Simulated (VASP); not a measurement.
# Ru (Im-3m) in VASP: notebook

Runs on Ru. Level: PBEsol. Tasks: single point, relaxation of cell and atoms.

Program: VASP 6.6.1. These are calculated values, not measurements. Logs are shortened: lines on timing, memory, paths and dates and some standing lists are left out, and cuts for length are marked.

## 1. The cell of the first run

It takes space group Im-3m (No. 229, cubic). Conventional cell: a = 3.014 Å, b = 3.014 Å, c = 3.014 Å, α = 90.00°, β = 90.00°, γ = 90.00°. Ru (site symmetry m-3m) has 14 Ru at 2.61 to 3.01 Å within 3.4 Å.

This isn't the form of Ru at room conditions, which is hcp.

## 2. Single point, PBEsol

File INCAR:

```
SYSTEM = Ru
ALGO     = Normal         ! electronic algorithm
EDIFF    = 1E-7           ! SCF threshold, eV
ENCUT    = 520            ! plane-wave cutoff, eV
GGA      = PS             ! functional
ISIF     = 2              ! what is computed and relaxed
ISMEAR   = 0              ! smearing method
LASPH    = .TRUE.         ! aspherical terms in the spheres
LCHARG   = .TRUE.         ! write CHGCAR
LELF     = .TRUE.         ! ELF
LREAL    = .FALSE.        ! projectors in reciprocal space
LVHAR    = .TRUE.       
LWAVE    = .FALSE.        ! write WAVECAR
NBANDS   = 13             ! bands
NELM     = 60             ! most SCF steps
PREC     = Accurate       ! precision mode
SIGMA    = 0.1            ! smearing width, eV
```

File KPOINTS:

```
k-points
0
G
  8 8 8
  0 0 0
```

File POSCAR:

```
Ru
1.0
   -1.5071828596      1.5071828596      1.5071828596
    1.5071828596     -1.5071828596      1.5071828596
    1.5071828596      1.5071828596     -1.5071828596
Ru
1
Direct
    0.0000000000      0.0000000000      0.0000000000
```

Potentials or basis: VASP PAW PBE potentials, release 64 (Ru_pv).

The run is started by

```sh
> cat potpaw_PBE.64/Ru_pv/POTCAR > POTCAR
> mpirun -np 1 vasp_std > vasp.out
```

OUTCAR:

```text
SYSTEM = Ru
   EDIFF = 1E-7
   ENCUT = 520
   GGA = PS
   ISIF = 2
   ISMEAR = 0
   LASPH = .TRUE.
   LREAL = .FALSE.
   NELM = 60
   PREC = Accurate

 ion  position               nearest neighbor table
   1  0.000  0.000  0.000-

  LATTYP: Found a body centered cubic cell.
 ALAT       =     3.0143657192

  Lattice vectors:

 A1 = (  -1.5071828596,   1.5071828596,   1.5071828596)
 A2 = (   1.5071828596,  -1.5071828596,   1.5071828596)
 A3 = (   1.5071828596,   1.5071828596,  -1.5071828596)

Analysis of symmetry for initial positions (statically):
=====================================================================
 Subroutine PRICEL returns:
 Original cell was already a primitive cell.

 Routine SETGRP: Setting up the symmetry group for a
 body centered cubic supercell.

 Subroutine GETGRP returns: Found 48 space group operations
 (whereof 48 operations were pure point group operations)
 out of a pool of 48 trial point group operations.

The static configuration has the point symmetry O_h .

Analysis of symmetry for dynamics (positions and initial velocities):
=====================================================================
 Subroutine PRICEL returns:
 Original cell was already a primitive cell.

 Routine SETGRP: Setting up the symmetry group for a
 body centered cubic supercell.

 Subroutine GETGRP returns: Found 48 space group operations
 (whereof 48 operations were pure point group operations)
 out of a pool of 48 trial point group operations.

The dynamic configuration has the point symmetry O_h .

 Subroutine INISYM returns: Found 48 space group operations
 (whereof 48 operations are pure point group operations),
 and found     1 'primitive' translations

----------------------------------------------------------------------------------------

                                     Primitive cell

  volume of cell :      13.6949

  direct lattice vectors                    reciprocal lattice vectors
    -1.507182860  1.507182860  1.507182860     0.000000000  0.331744749  0.331744749
     1.507182860 -1.507182860  1.507182860     0.331744749  0.000000000  0.331744749
     1.507182860  1.507182860 -1.507182860     0.331744749  0.331744749  0.000000000

  length of vectors
     2.610517289  2.610517289  2.610517289     0.469157924  0.469157924  0.469157924

  position of ions in fractional coordinates (direct lattice)
     0.000000000  0.000000000  0.000000000

  ion indices of the primitive-cell ions
   primitive index   ion index
                 1           1

----------------------------------------------------------------------------------------

 KPOINTS: k-points

Automatic generation of k-mesh.
 Grid dimensions read from file:
 generate k-points for:    8    8    8

 Generating k-lattice:

  Cartesian coordinates                     Fractional coordinates (reciprocal lattice)
     0.000000000  0.041468094  0.041468094     0.125000000  0.000000000  0.000000000
     0.041468094  0.000000000  0.041468094     0.000000000  0.125000000  0.000000000
     0.041468094  0.041468094  0.000000000     0.000000000  0.000000000  0.125000000

  Length of vectors
     0.058644740  0.058644740  0.058644740

  Shift w.r.t. Gamma in fractional coordinates (k-lattice)
     0.000000000  0.000000000  0.000000000

 Subroutine IBZKPT returns following result:
 ===========================================

 Found     29 irreducible k-points:

 Following reciprocal coordinates:
            Coordinates               Weight
  0.000000  0.000000  0.000000      1.000000
  0.125000  0.000000  0.000000     12.000000
  0.250000  0.000000  0.000000     12.000000
  0.375000  0.000000  0.000000     12.000000
  0.500000  0.000000  0.000000      6.000000
  0.125000  0.125000  0.000000     24.000000
[... 16 lines left out ...]
 -0.250000  0.250000  0.250000      6.000000
 -0.375000  0.375000  0.250000     24.000000
 [... further k-points ...]
   k-points           NKPTS =     29   k-points in BZ     NKDIM =     29   number of bands    NBANDS=     13
   number of dos      NEDOS =    301   number of ions     NIONS =      1
   total plane-waves  NPLWV =   8000
   dimension x,y,z NGX =    20 NGY =   20 NGZ =   20
   dimension x,y,z NGXF=    40 NGYF=   40 NGZF=   40
   ions per type =               1
   NGX,Y,Z   is equivalent  to a cutoff of  12.74, 12.74, 12.74 a.u.
   NGXF,Y,Z  is equivalent  to a cutoff of  25.47, 25.47, 25.47 a.u.
 SYSTEM =  Ru
   PREC   = accura    normal or accurate (medium, high low for compatibility)
   ISTART =      0    job   : 0-new  1-cont  2-samecut
   ICHARG =      2    charge: 1-file 2-atom 10-const
   ISPIN  =      1    spin polarized calculation?
   LNONCOLLINEAR =      F non collinear calculations
   LSORBIT =      F    spin-orbit coupling
   LASPH  =      T    aspherical Exc in radial PAW
   ENCUT  =  520.0 eV  38.22 Ry    6.18 a.u.   4.85  4.85  4.85*2*pi/ulx,y,z
   NELM   =     60;   NELMIN=  2; NELMDL= -5     # of ELM steps
   EDIFF  = 0.1E-06   stopping-criterion for ELM
   LREAL  =      F    real-space projection
   EDIFFG = 0.1E-05   stopping-criterion for IOM
   NSW    =      0    number of steps for IOM
   IBRION =     -1    ionic relax: 0-MD 1-quasi-New 2-CG
   NFREE  =      0    steps in history (QN), initial steepest desc. (CG)
   ISIF   =      2    stress and relaxation
   ISYM   =      2    0-nonsym 1-usesym 2-fastsym
   POTIM  = 0.5000    time-step for ionic-motion
   TEBEG  =    0.0;   TEEND  =   0.0 temperature during run
   PSTRESS=    0.0 pullay stress
   NELECT =      14.0000    total number of electrons
   NUPDOWN=      -1.0000    fix difference up-down
   EMIN   =  10.00;   EMAX   =-10.00  energy-range for DOS
   EFERMI =   0.00;   METHOD = LEGACY
   ISMEAR =     0;   SIGMA  =   0.10  broadening in eV -4-tet -1-fermi 0-gaus
   EFERMI_NEDOS =   21; number of points for ismear=-14 and -15
   IALGO  =     38    algorithm
   IMIX   =      4    mixing-type and parameters
     AMIX     =   0.40;   BMIX     =  1.00
     AMIX_MAG =   1.60;   BMIX_MAG =  1.00
  volume/ion in A,a.u.               =      13.69        92.42
  Fermi-wavevector in a.u.,A,eV,Ry     =   1.649168  3.116476 37.004515  2.719755
  Thomas-Fermi vector in A             =   2.738334
   LORBIT       =      0    0 simple, 1 ext, 2 COOP (PROOUT), +10 PAW based schemes
   GGA     = PS    functional components
   LHFCALC =     F    Hartree Fock is set to
   AEXX    =    0.0000 exact exchange contribution
   IVDW    =     0    specifies the selected vdW correction
   LEPSILON=     F    determine dielectric tensor
   LRPA    =     F    only Hartree local field effects (RPA)
 non-spin polarized calculation
 Gauss-broadening in eV      SIGMA  =   0.10
  energy-cutoff  :      520.00
  volume of cell :       13.69
 maximum number of plane-waves:       378
   NGX =  9   NGY =  9   NGZ =  9

 number of electron      13.9999995 magnetization

 Free energy of the ion-electron system (eV)
  ---------------------------------------------------
  ext. energy  EPLUGINS =         0.00000000
  ---------------------------------------------------
  free energy    TOTEN  =        -9.53848494 eV

  energy without entropy =       -9.52962730  energy(sigma->0) =       -9.53405612

 E-fermi :  12.7555     XC(G=0): -14.2165

 val. band max:       12.7526661558   @ k =   0.2500   0.0000   0.0000
 cond. band min:      12.8498664850   @ k =   0.1250   0.1250   0.0000
 fundamental gap:      0.0972003291
 Fermi energy:        12.7555131120

 k-point     1 :       0.0000    0.0000    0.0000
  band No.  band energies     occupation
      1     -29.8128      2.00000
      2     -29.8128      2.00000
      3     -29.8128      2.00000
      4       4.5234      2.00000
      5       9.8088      2.00000
      6       9.8088      2.00000
      7       9.8088      2.00000
      8      12.6103      1.95999
      9      12.6103      1.95999
     10      23.0769      0.00000
     11      29.8257      0.00000
     12      29.8257      0.00000
     13      29.8257      0.00000

 k-point     2 :       0.1250    0.0000    0.0000
  band No.  band energies     occupation
      1     -29.9752      2.00000
      2     -29.8647      2.00000
      3     -29.8134      2.00000
      4       5.1943      2.00000
      5       9.4996      2.00000
      6       9.7719      2.00000
      7      10.4082      2.00000
      8      12.2661      2.00000
      9      12.6341      1.91412
     10      23.0768      0.00000
     11      30.0981      0.00000
     12      30.4281      0.00000
     13      30.9002      0.00000

 k-point     3 :       0.2500    0.0000    0.0000
  band No.  band energies     occupation
      1     -30.3561      2.00000
      2     -29.9884      2.00000
      3     -29.8148      2.00000
      4       6.4973      2.00000
      5       8.8243      2.00000
      6       9.9261      2.00000
      7      12.0487      2.00000
      8      12.1344      2.00000
      9      12.7527      1.03212
     10      23.0764      0.00000
     11      29.2266      0.00000
     12      29.3114      0.00000
     13      33.7374      0.00000
[... 305 lines left out ...]
 k-point    23 :      -0.2500    0.2500    0.2500
  band No.  band energies     occupation
      1     -30.3737      2.00000
      2     -30.1778      2.00000
      3     -30.1778      2.00000
      4       7.9769      2.00000
      5       8.8922      2.00000
      6      10.6182      2.00000
      7      10.6182      2.00000
      8      11.8981      2.00000
      9      14.5604      0.00000
     10      23.0763      0.00000
     11      29.4035      0.00000
     12      31.3179      0.00000
     13      31.5485      0.00000

 k-point    24 :      -0.3750    0.3750    0.2500
  band No.  band energies     occupation
      1     -30.6014      2.00000
      2     -30.3086      2.00000
      3     -30.2069      2.00000
      4       7.6835      2.00000
      5       8.2336      2.00000
      6      10.6158      2.00000
      7      11.4354      2.00000
      8      13.7007      0.00000
      9      16.6765      0.00000
     10      23.0756      0.00000
     11      26.3227      0.00000
     12      28.6425      0.00000
     13      30.2872      0.00000

 [... further k-points ...]
[... 5 lines left out ...]
  --------------------------------------------------------------------------------------
  -------------------------------------------------------------------------------------
  Total        0.0652643      0.0652643      0.0652643      0.0000000      0.0000000      0.0000000
  in kB        7.6353432      7.6353432      7.6353432      0.0000000      0.0000000      0.0000000
  external PRESSURE =       7.6353432 kB  Pullay stress =       0.0000000 kB

 VOLUME and BASIS-vectors are now :
 -----------------------------------------------------------------------------
  energy-cutoff  :      520.00
  volume of cell :       13.69
      direct lattice vectors                 reciprocal lattice vectors
    -1.507182860  1.507182860  1.507182860     0.000000000  0.331744749  0.331744749
     1.507182860 -1.507182860  1.507182860     0.331744749  0.000000000  0.331744749
     1.507182860  1.507182860 -1.507182860     0.331744749  0.331744749  0.000000000

 POSITION                                       TOTAL-FORCE (eV/Angst)
 -----------------------------------------------------------------------------------
      0.00000      0.00000      0.00000        -0.000000     -0.000000      0.000000
 -----------------------------------------------------------------------------------
    total drift:                                0.000000     -0.000000      0.000000

  FREE ENERGIE OF THE ION-ELECTRON SYSTEM (eV)
  ---------------------------------------------------
  free  energy   TOTEN  =        -9.5384849368 eV

  energy  without entropy=       -9.5296272993  energy(sigma->0) =       -9.53405612
```

Run time: 5 s. Hardware: 1 thread of Intel Xeon 8259CL, shared host; peak memory 0.13 GiB.

What came out:

| Property | Result |
| --- | --- |
| Free energy | -9.5385 eV |
| Pressure | 0.8 GPa |
| Band gap on the k mesh | zero (bands 7 and 8 overlap by 3.25 eV) |

Levels at points of the mesh, in eV from the Fermi level:
```
           k point  band 4  band 5  band 6  band 7  band 8  band 9  band 10  band 11
(0.00, 0.00, 0.00)   -8.23   -2.95   -2.95   -2.95   -0.15   -0.15    10.32    17.07
(0.50, 0.00, 0.00)   -6.42   -4.76   -0.16    0.34    1.09    2.48    10.25    10.47
(0.50, 0.50, 0.50)   -6.52   -6.52    1.84    1.84    1.84    9.32     9.32     9.32
```

Caveat: the k points lie up to 0.37 Å⁻¹ apart, too coarse for converged energies and pressures of a metal; the PAW data sets were made with another functional, which shifts forces and pressure a little.

(Continued in part 2 of 2.)
